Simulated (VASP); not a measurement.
Wanted: the native input for a VASP 6.6.1 run.

| Property | Result |
| --- | --- |
| Task | single point |
| Functional | BLYP |
| Dispersion | D4 |
| Potentials or basis | VASP PAW PBE potentials, release 64 (Ti_sv, Al) |
| Cutoff | 520 eV |
| k mesh | 8 × 8 × 8 |
| Occupations | fermi-dirac, width 0.05 eV |
| Spin | no spin polarisation |
| Dipole correction | no |
| Further INCAR settings | ALGO = Fast; EDIFF = 1e-06; NBANDS = 14 |

The structure of TiAl lies in POSCAR:

```
TiAl
1.0
    3.1612899653      0.0000000000      0.0000000000
    0.0000000000      3.1612899653      0.0000000000
    0.0000000000      0.0000000000      3.1612899653
Ti Al
1 1
Direct
    0.0000000000      0.0000000000      0.0000000000
    0.5000000000      0.5000000000      0.5000000000
```

These files were run (other wordings do the same):

INCAR

```
SYSTEM = TiAl
  AGGAC = 1.0
  AGGAX = 1.0
  ALDAC = 0.0
  ALDAX = 1.0
  ALGO = Fast
  EDIFF = 1E-6
  ENCUT = 520
  GGA = B5
  ISIF = 2
  ISMEAR = -1
  IVDW = 13
  LASPH = .TRUE.
  LCHARG = .FALSE.
  LREAL = .FALSE.
  LWAVE = .FALSE.
  NBANDS = 14
  NELM = 80
  PREC = Accurate
  SIGMA = 0.05
  VDW_A1 = 0.44488865
  VDW_A2 = 4.0933009
  VDW_S6 = 1.0
  VDW_S8 = 2.34076671
```

KPOINTS

```
k-points
0
G
  8 8 8
  0 0 0
```

Potentials or basis: VASP PAW PBE potentials, release 64 (Ti_sv, Al).

The run is started by

```bash
$ cat potpaw_PBE.64/Ti_sv/POTCAR potpaw_PBE.64/Al/POTCAR > POTCAR
$ mpirun -np 1 vasp_std > vasp.out
```

It gave:

| Quantity | Value |
| --- | --- |
| Pressure | 0.1 GPa |
| Dispersion energy per atom | -0.551 eV |

Caveat: the PAW data sets were made with another functional, which shifts forces and pressure a little; pairwise dispersion overbinds metals, which lowers pressure and volume.

It took 16 s on 1 thread of Intel(R) Xeon(R) 6975P-C (Granite Rapids), with other jobs on the host, peak memory 0.14 GiB.
